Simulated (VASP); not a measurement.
# B8N7 (a cell with a defect) in VASP: notebook

Runs on B8N7 (a cell with a defect). Level: LDA. Tasks: single point.

Everything below comes from runs of VASP 6.6.1. Logs are shortened: lines on timing, memory, paths and dates and some standing lists are left out, and cuts for length are marked.

### Step 1. The cell of the first run

The cell holds a defect, 15 atoms: a = 4.877 Å, b = 4.877 Å, c = 5.045 Å, α = 104.99°, β = 104.99°, γ = 117.71°.

### Step 2. Single point, LDA

INCAR reads:

```
PREC     = Accurate       # precision mode
ENCUT    = 520            # plane-wave cutoff, eV
EDIFF    = 1E-6           # SCF threshold, eV
ISMEAR   = 0              # smearing method
SIGMA    = 0.05           # smearing width, eV
LREAL    = Auto         
LASPH    = True           # aspherical terms in the spheres
NELM     = 60             # most SCF steps
ALGO     = Normal         # electronic algorithm
ISIF     = 2              # what is computed and relaxed
LWAVE    = False          # write WAVECAR
LCHARG   = False          # write CHGCAR
GGA      = CA             # functional
NBANDS   = 42             # bands
NELECT   = 56.0
```

KPOINTS reads:

```
regular mesh
0
Gamma
  6 6 6
```

POSCAR reads:

```
B8N7
1.0
   -1.2613598139     -2.1847392842      4.1742962428
   -1.2613598139     -2.1847392842     -4.1742962428
    5.0454392554      0.0000000000      0.0000000000
B N
8 7
Direct
    0.8331929424      0.8334737243      0.1666666667
    0.8331929424      0.8334737243      0.6666666667
    0.3331929424      0.3334737243      0.1666666667
    0.3331929424      0.3334737243      0.6666666667
    0.4165262757      0.9168070576      0.8333333333
    0.4165262757      0.9168070576      0.3333333333
    0.9165262757      0.4168070576      0.8333333333
    0.9165262757      0.4168070576      0.3333333333
    0.6459737243      0.0206929424      0.6666666667
    0.1459737243      0.5206929424      0.1666666667
    0.1459737243      0.5206929424      0.6666666667
    0.2293070576      0.1040262757      0.8333333333
    0.2293070576      0.1040262757      0.3333333333
    0.7293070576      0.6040262757      0.8333333333
    0.7293070576      0.6040262757      0.3333333333
```

Potentials or basis: VASP PAW LDA potentials, release 64 (B, N).

Command:

```console
> cat potpaw_LDA.64/B/POTCAR potpaw_LDA.64/N/POTCAR > POTCAR
> mpirun -np 1 vasp_std > vasp.out
```

OUTCAR:

```text
PREC = Accurate
   ENCUT = 520
   EDIFF = 1E-6
   ISMEAR = 0
   LREAL = Auto
   LASPH = True
   NELM = 60
   ISIF = 2
   GGA = CA
   NELECT = 56.0

 ion  position               nearest neighbor table
   1  0.833  0.833  0.167-  13 1.55  15 1.55  14 1.55
   2  0.833  0.833  0.667-  12 1.55  14 1.55  15 1.55   9 1.56
   3  0.333  0.333  0.167-  15 1.55  13 1.55  12 1.55  10 1.56
   4  0.333  0.333  0.667-  14 1.55  12 1.55  13 1.55  11 1.56
   5  0.417  0.917  0.833-  11 1.55   9 1.55  12 1.56
   6  0.417  0.917  0.333-  10 1.55   9 1.55  13 1.56
   7  0.917  0.417  0.833-   9 1.55  11 1.55  10 1.55  14 1.56
   8  0.917  0.417  0.333-  10 1.55  11 1.55  15 1.56
   9  0.646  0.021  0.667-   7 1.55   5 1.55   6 1.55   2 1.56
  10  0.146  0.521  0.167-   6 1.55   8 1.55   7 1.55   3 1.56
  11  0.146  0.521  0.667-   5 1.55   7 1.55   8 1.55   4 1.56
  12  0.229  0.104  0.833-   2 1.55   4 1.55   3 1.55   5 1.56
  13  0.229  0.104  0.333-   1 1.55   3 1.55   4 1.55   6 1.56
  14  0.729  0.604  0.833-   4 1.55   2 1.55   1 1.55   7 1.56
  15  0.729  0.604  0.333-   3 1.55   1 1.55   2 1.55   8 1.56

  LATTYP: Found a face centered orthorhombic cell.
 ALAT       =     5.0454392554
 B/A-ratio  =     1.6546810026
 C/A-ratio  =     1.7320508075

  Lattice vectors:

 A1 = (   3.7840794415,  -2.1847392842,  -4.1742962428)
 A2 = (   2.5227196276,  -4.3694785684,   0.0000000000)
 A3 = (  -1.2613598139,  -2.1847392842,  -4.1742962428)

Analysis of symmetry for initial positions (statically):
=====================================================================
 Subroutine PRICEL returns:
 Original cell was already a primitive cell.

 Routine SETGRP: Setting up the symmetry group for a
 face centered orthorhombic supercell.

 Subroutine GETGRP returns: Found  2 space group operations
 (whereof  1 operations were pure point group operations)
 out of a pool of  8 trial point group operations.

The static configuration has the point symmetry C_1 .
 The point group associated with its full space group is C_1h.

Analysis of symmetry for dynamics (positions and initial velocities):
=====================================================================
 Subroutine PRICEL returns:
 Original cell was already a primitive cell.

 Routine SETGRP: Setting up the symmetry group for a
 face centered orthorhombic supercell.

 Subroutine GETGRP returns: Found  2 space group operations
 (whereof  1 operations were pure point group operations)
 out of a pool of  8 trial point group operations.

The dynamic configuration has the point symmetry C_1 .
 The point group associated with its full space group is C_1h.

 Subroutine INISYM returns: Found  2 space group operations
 (whereof  1 operations are pure point group operations),
 and found     1 'primitive' translations

----------------------------------------------------------------------------------------

                                     Primitive cell

  volume of cell :      92.0263

  direct lattice vectors                    reciprocal lattice vectors
    -1.261359814 -2.184739284  4.174296243     0.000000000 -0.228860260  0.119780670
    -1.261359814 -2.184739284 -4.174296243     0.000000000 -0.228860260 -0.119780670
     5.045439255  0.000000000  0.000000000     0.198198799 -0.114430130  0.000000000

  length of vectors
     4.877382848  4.877382848  5.045439255     0.258310719  0.258310719  0.228860260

  position of ions in fractional coordinates (direct lattice)
     0.833192942  0.833473724  0.166666667
     0.833192942  0.833473724  0.666666667
     0.333192942  0.333473724  0.166666667
     0.333192942  0.333473724  0.666666667
     0.416526276  0.916807058  0.833333333
     0.416526276  0.916807058  0.333333333
     0.916526276  0.416807058  0.833333333
     0.916526276  0.416807058  0.333333333
     0.645973724  0.020692942  0.666666667
     0.145973724  0.520692942  0.166666667
     0.145973724  0.520692942  0.666666667
     0.229307058  0.104026276  0.833333333
     0.229307058  0.104026276  0.333333333
[... 30 lines left out ...]

  Cartesian coordinates                     Fractional coordinates (reciprocal lattice)
     0.000000000 -0.038143377  0.019963445     0.166666667  0.000000000  0.000000000
     0.000000000 -0.038143377 -0.019963445     0.000000000  0.166666667  0.000000000
     0.033033133 -0.019071688  0.000000000    -0.000000000 -0.000000000  0.166666667

  Length of vectors
     0.043051786  0.043051786  0.038143377

  Shift w.r.t. Gamma in fractional coordinates (k-lattice)
     0.000000000  0.000000000  0.000000000

 Subroutine IBZKPT returns following result:
 ===========================================

 Found     68 irreducible k-points:

 Following reciprocal coordinates:
            Coordinates               Weight
  0.000000  0.000000  0.000000      1.000000
  0.166667 -0.000000  0.000000      4.000000
  0.000000 -0.166667  0.000000      4.000000
  0.333333 -0.000000  0.000000      4.000000
  0.000000 -0.333333  0.000000      4.000000
  0.500000 -0.000000  0.000000      2.000000
[... 16 lines left out ...]
  0.000000 -0.166667 -0.166667      4.000000
  0.333333  0.000000  0.166667      4.000000
 [... further k-points ...]
   k-points           NKPTS =     68   k-points in BZ     NKDIM =     68   number of bands    NBANDS=     42
   number of dos      NEDOS =    301   number of ions     NIONS =     15
   total plane-waves  NPLWV =  51840
   dimension x,y,z NGX =    36 NGY =   36 NGZ =   40
   dimension x,y,z NGXF=    72 NGYF=   72 NGZF=   80
   ions per type =               8   7
   NGX,Y,Z   is equivalent  to a cutoff of  12.27, 12.27, 13.18 a.u.
   NGXF,Y,Z  is equivalent  to a cutoff of  24.54, 24.54, 26.36 a.u.
 SYSTEM =  unknown system
   PREC   = accura    normal or accurate (medium, high low for compatibility)
   ISTART =      0    job   : 0-new  1-cont  2-samecut
   ICHARG =      2    charge: 1-file 2-atom 10-const
   ISPIN  =      1    spin polarized calculation?
   LNONCOLLINEAR =      F non collinear calculations
   LSORBIT =      F    spin-orbit coupling
   LASPH  =      T    aspherical Exc in radial PAW
   ENCUT  =  520.0 eV  38.22 Ry    6.18 a.u.   9.07  9.07  9.38*2*pi/ulx,y,z
   NELM   =     60;   NELMIN=  2; NELMDL= -5     # of ELM steps
   EDIFF  = 0.1E-05   stopping-criterion for ELM
   LREAL  =      T    real-space projection
   EDIFFG = 0.1E-04   stopping-criterion for IOM
   NSW    =      0    number of steps for IOM
   IBRION =     -1    ionic relax: 0-MD 1-quasi-New 2-CG
   NFREE  =      0    steps in history (QN), initial steepest desc. (CG)
   ISIF   =      2    stress and relaxation
   ISYM   =      2    0-nonsym 1-usesym 2-fastsym
   POTIM  = 0.5000    time-step for ionic-motion
   TEBEG  =    0.0;   TEEND  =   0.0 temperature during run
   PSTRESS=    0.0 pullay stress
   NELECT =      56.0000    total number of electrons
   NUPDOWN=      -1.0000    fix difference up-down
   EMIN   =  10.00;   EMAX   =-10.00  energy-range for DOS
   EFERMI =   0.00;   METHOD = LEGACY
   ISMEAR =     0;   SIGMA  =   0.05  broadening in eV -4-tet -1-fermi 0-gaus
   EFERMI_NEDOS =   21; number of points for ismear=-14 and -15
   IALGO  =     38    algorithm
   IMIX   =      4    mixing-type and parameters
     AMIX     =   0.40;   BMIX     =  1.00
     AMIX_MAG =   1.60;   BMIX_MAG =  1.00
  volume/ion in A,a.u.               =       6.14        41.40
  Fermi-wavevector in a.u.,A,eV,Ry     =   1.387289  2.621596 26.185368  1.924570
  Thomas-Fermi vector in A             =   2.511524
   LORBIT       =      0    0 simple, 1 ext, 2 COOP (PROOUT), +10 PAW based schemes
   GGA     = CA    functional components
   LHFCALC =     F    Hartree Fock is set to
   AEXX    =    0.0000 exact exchange contribution
   IVDW    =     0    specifies the selected vdW correction
   LEPSILON=     F    determine dielectric tensor
   LRPA    =     F    only Hartree local field effects (RPA)
 non-spin polarized calculation
 Gauss-broadening in eV      SIGMA  =   0.05
  energy-cutoff  :      520.00
  volume of cell :       92.03
 maximum number of plane-waves:      2504
   NGX = 19   NGY = 19   NGZ = 19

 number of electron      55.9999998 magnetization

 Free energy of the ion-electron system (eV)
  ---------------------------------------------------
  ext. energy  EPLUGINS =         0.00000000
  ---------------------------------------------------
  free energy    TOTEN  =      -160.21349041 eV

  energy without entropy =     -160.20774907  energy(sigma->0) =     -160.21061974

 E-fermi :   5.7098     XC(G=0): -12.6059

 val. band max:        5.7067750408   @ k =   0.1667  -0.0000   0.1667
 cond. band min:       5.7130748797   @ k =   0.0000  -0.1667  -0.1667
 fundamental gap:      0.0062998389
 Fermi energy:         5.7098064793

 k-point     1 :       0.0000    0.0000    0.0000
  band No.  band energies     occupation
      1     -12.7861      2.00000
      2      -8.9834      2.00000
      3      -8.6642      2.00000
      4      -8.2944      2.00000
      5      -8.2343      2.00000
      6      -8.1502      2.00000
[... 1021 lines left out ...]
     39      17.1506      0.00000
     40      17.4997      0.00000

 [... further k-points ...]

 [bands above 40 left out]

------------------------ aborting loop because EDIFF is reached ----------------------------------------

  FORCE on cell =-STRESS in cart. coord.  units (eV):
  Direction    XX          YY          ZZ          XY          YZ          ZX
  --------------------------------------------------------------------------------------
  -------------------------------------------------------------------------------------
  Total      -37.3619583    -37.8367157    -37.9928670     -0.4111519     -0.1032603      0.1788521
  in kB     -650.4716179   -658.7371426   -661.4557369     -7.1581544     -1.7977611      3.1138142
  external PRESSURE =    -656.8881658 kB  Pullay stress =       0.0000000 kB

 VOLUME and BASIS-vectors are now :
 -----------------------------------------------------------------------------
  energy-cutoff  :      520.00
  volume of cell :       92.03
      direct lattice vectors                 reciprocal lattice vectors
    -1.261359814 -2.184739284  4.174296243     0.000000000 -0.228860260  0.119780670
    -1.261359814 -2.184739284 -4.174296243     0.000000000 -0.228860260 -0.119780670
     5.045439255  0.000000000  0.000000000     0.198198799 -0.114430130  0.000000000

 POSITION                                       TOTAL-FORCE (eV/Angst)
 -----------------------------------------------------------------------------------
     -1.26136     -3.64123     -0.00117        -0.180624      0.104283      3.799033
      1.26136     -3.64123     -0.00117         0.065967      0.095173     -0.499603
      0.00000     -1.45649     -0.00117         0.065602     -0.037875     -0.634435
      2.52272     -1.45649     -0.00117        -0.049439     -0.104715     -0.499603
      2.52272     -2.91299     -2.08832        -3.093499      1.786033     -1.787371
     -0.00000     -2.91299     -2.08832         3.103621      2.136405     -1.453774
      2.52272     -2.91299      2.08598         0.326752     -0.188651     -0.174661
     -0.00000     -2.91299      2.08598        -0.298370     -3.756017     -1.453774
      2.52272     -1.45649      2.61011        -0.226432     -0.445910      0.758259
      0.00000     -1.45649     -1.56419        -0.309078      0.178446      0.641342
      2.52272     -1.45649     -1.56419         0.272954      0.419051      0.758259
      3.78408     -0.72825      0.52296         0.763281     -0.440680      1.551490
      1.26136     -0.72825      0.52296        -0.638463      0.270558     -0.101385
      2.52272     -2.91299      0.52296         0.751270     -0.433746     -0.802392
     -0.00000     -2.91299      0.52296        -0.553542      0.417646     -0.101385
 -----------------------------------------------------------------------------------
    total drift:                               -0.000309      0.000177      0.001714

  FREE ENERGIE OF THE ION-ELECTRON SYSTEM (eV)
  ---------------------------------------------------
  free  energy   TOTEN  =      -160.2134904105 eV

  energy  without entropy=     -160.2077490671  energy(sigma->0) =     -160.21061974
```

Run time: 12 min. Hardware: 1 thread of Intel Xeon 8259CL, shared host; peak memory 0.29 GiB.

What came out:

| Property | Result |
| --- | --- |
| Free energy | -160.2135 eV |
| Largest force | 4.039 eV/Å |

Forces in eV/Å, atoms in the order of the input:
```
B   -0.181  0.104  3.799
B    0.066  0.095 -0.500
B    0.066 -0.038 -0.634
B   -0.049 -0.105 -0.500
B   -3.093  1.786 -1.787
B    3.104  2.136 -1.454
B    0.327 -0.189 -0.175
B   -0.298 -3.756 -1.454
N   -0.226 -0.446  0.758
N   -0.309  0.178  0.641
N    0.273  0.419  0.758
N    0.763 -0.441  1.551
N   -0.638  0.271 -0.101
N    0.751 -0.434 -0.802
N   -0.554  0.418 -0.101
```

Levels at points of the mesh, in eV from the Fermi level:
| k point | band 25 | band 26 | band 27 | band 28 | band 29 | band 30 | band 31 | band 32 |
| --- | --- | --- | --- | --- | --- | --- | --- | --- |
| (0.00, 0.00, 0.00) | -1.10 | -0.73 | 0.21 | 0.57 | 0.72 | 5.91 | 6.99 | 7.05 |
| (0.50, 0.00, 0.00) | -1.26 | -1.01 | -0.70 | -0.20 | 0.24 | 3.65 | 5.32 | 5.97 |
| (0.00, 0.50, 0.00) | -1.33 | -1.07 | -0.63 | -0.19 | 0.22 | 3.75 | 5.28 | 6.02 |
| (0.50, 0.50, 0.00) | -0.84 | -0.46 | -0.23 | 0.26 | 0.27 | 3.71 | 6.75 | 6.93 |
| (0.00, 0.00, 0.50) | -1.02 | -0.90 | -0.17 | 0.10 | 0.31 | 3.81 | 5.92 | 6.37 |
| (0.50, 0.50, 0.50) | -2.30 | -1.29 | -1.24 | -1.14 | 0.50 | 3.77 | 4.22 | 5.69 |

Caveat: the cell carries a net charge on a neutralising background, which shifts energy and pressure; the cell differs from its parent crystal (atoms taken out, atom 10 moved 0.000 of the way to it and +0.000 Å across, host rigid); the cell is charged against a uniform background, so pressure and absolute levels hang on convention.

### Step 3. Single point, LDA

INCAR reads:

```
ALGO = Normal ; EDIFF = 1E-6
ENCUT = 520 ; ISIF = 2
ISMEAR = 0 ; LASPH = True
LCHARG = False ; LREAL = Auto
LWAVE = False ; NBANDS = 42
NELECT = 56.0 ; NELM = 80
PREC = Accurate ; SIGMA = 0.05
```

KPOINTS reads:

```
k-points
0
Gamma
  6 6 6
```

Changes to POSCAR since step 2:

```diff
@@ -17,3 +17,3 @@
     0.6459737243      0.0206929424      0.6666666667
-    0.1459737243      0.5206929424      0.1666666667
+    0.2260748152      0.6007940333      0.3268688485
     0.1459737243      0.5206929424      0.6666666667
```

Potentials or basis: VASP PAW LDA potentials, release 64 (B, N).

Command:

```console
> cat potpaw_LDA.64/B/POTCAR potpaw_LDA.64/N/POTCAR > POTCAR
> mpirun -np 1 vasp_std > vasp.out
```

It took 13 min on 1 thread of Intel Xeon 8259CL, shared host; peak memory 0.29 GiB.

It converged, with:

| Property | Result |
| --- | --- |
| Free energy | -155.8410 eV |
| Largest force | 10.528 eV/Å |

Forces in eV/Å, atoms in the order of the input:
```
B   -0.047  0.027  3.244
B   -0.140 -0.055  0.838
B    2.226 -1.285  0.780
B   -0.023  0.149  0.838
B   -1.131  0.653 -1.896
B    0.789 -2.071 -3.675
B   -2.433  1.405 -2.747
B    2.188  0.352 -3.675
N    2.299 -3.054  1.537
N   -8.472  4.891  3.891
N    3.794 -0.464  1.537
N    0.817 -0.472 -0.191
N   -0.611  0.283 -0.361
N    1.294 -0.747  0.241
N   -0.551  0.387 -0.361
```

Levels at points of the mesh, in eV from the Fermi level:
```
           k point  band 25  band 26  band 27  band 28  band 29  band 30  band 31  band 32
(0.00, 0.00, 0.00)    -1.37    -0.63    -0.05     0.48     0.71     4.18     4.35     5.34
(0.50, 0.00, 0.00)    -1.78    -1.45    -1.18    -0.80     0.30     3.55     4.74     5.10
(0.00, 0.50, 0.00)    -1.65    -1.48    -1.19    -0.48     0.18     3.75     4.47     5.22
(0.50, 0.50, 0.00)    -1.17    -1.09     0.08     0.09     0.84     3.68     4.21     4.29
(0.00, 0.00, 0.50)    -1.26    -1.00    -0.46    -0.27     0.30     3.40     4.31     5.11
(0.50, 0.50, 0.50)    -2.11    -1.70    -1.43    -1.38     0.49     3.43     3.79     3.87
```

Caveat: the cell carries a net charge on a neutralising background, which shifts energy and pressure; the cell differs from its parent crystal (atoms taken out, atom 10 moved 0.000 of the way to it and +0.700 Å across, host rigid); the cell is charged against a uniform background, so pressure and absolute levels hang on convention.

### Step 4. Single point, LDA

INCAR reads:

```
PREC = Accurate
ENCUT = 520
EDIFF = 1E-6
ISMEAR = 0
SIGMA = 0.05
LREAL = Auto
LASPH = True
NELM = 60
ALGO = Normal
ISIF = 2
LWAVE = False
LCHARG = True
GGA = CA
LELF = True
LVHAR = True
NBANDS = 42
NELECT = 56.0
```

KPOINTS reads:

```
regular mesh
0
Gamma
  6 6 6
```

Changes to POSCAR since step 3:

```diff
@@ -17,3 +17,3 @@
     0.6459737243      0.0206929424      0.6666666667
-    0.2260748152      0.6007940333      0.3268688485
+    0.3158726334      0.6905918515      0.0064644849
     0.1459737243      0.5206929424      0.6666666667
```

Command:

```console
> cat potpaw_LDA.64/B/POTCAR potpaw_LDA.64/N/POTCAR > POTCAR
> mpirun -np 1 vasp_std > vasp.out
```

Wall time 13 min (1 thread of Intel Xeon 8259CL, shared host); peak memory 0.29 GiB.

It converged, with:

```yaml
Free_energy: -153.0784 eV
Largest_force: 5.702 eV/Å
```

Forces on the atoms (eV/Å):
```
B   -0.731  0.630  3.607
B    0.661 -0.381  0.961
B   -0.911  0.318  3.607
B   -0.389  0.225  2.484
B   -2.399 -1.016 -3.902
B    0.795 -0.459 -3.623
B   -0.319  2.586 -3.902
B    0.492 -0.284 -3.823
N    0.252 -0.146  1.608
N    4.930 -2.846  0.332
N   -3.154  1.821  3.602
N    0.330 -0.269 -0.291
N    0.185 -0.107 -0.908
N    0.398 -0.151 -0.291
N   -0.137  0.079  0.540
```

Levels at points of the mesh, in eV from the Fermi level:
```csv
k point,band 24,band 25,band 26,band 27,band 28,band 29,band 30,band 31,band 32,band 33
"(0.00, 0.00, 0.00)",-1.93,-1.00,-0.51,-0.33,0.07,1.16,2.25,5.21,5.81,6.65
"(0.50, 0.00, 0.00)",-2.28,-1.73,-1.59,-1.27,-0.19,1.31,2.34,3.33,4.24,5.25
"(0.00, 0.50, 0.00)",-2.46,-1.72,-1.63,-1.11,-0.26,1.27,2.35,3.43,4.39,5.44
"(0.50, 0.50, 0.00)",-2.52,-0.88,-0.43,-0.18,-0.14,1.82,1.96,2.68,5.04,6.30
"(0.00, 0.00, 0.50)",-1.98,-1.31,-0.96,-0.40,-0.32,-0.20,0.83,4.54,5.70,6.48
"(0.50, 0.50, 0.50)",-2.67,-1.97,-1.96,-1.44,0.05,0.18,0.87,3.19,4.50,5.58
```

Caveat: the cell carries a net charge on a neutralising background, which shifts energy and pressure; the cell differs from its parent crystal (atoms taken out, atom 10 moved 0.500 of the way to it and -0.700 Å across, host rigid); the cell is charged against a uniform background, so pressure and absolute levels hang on convention.

(Part 1 of 2 ends here.)
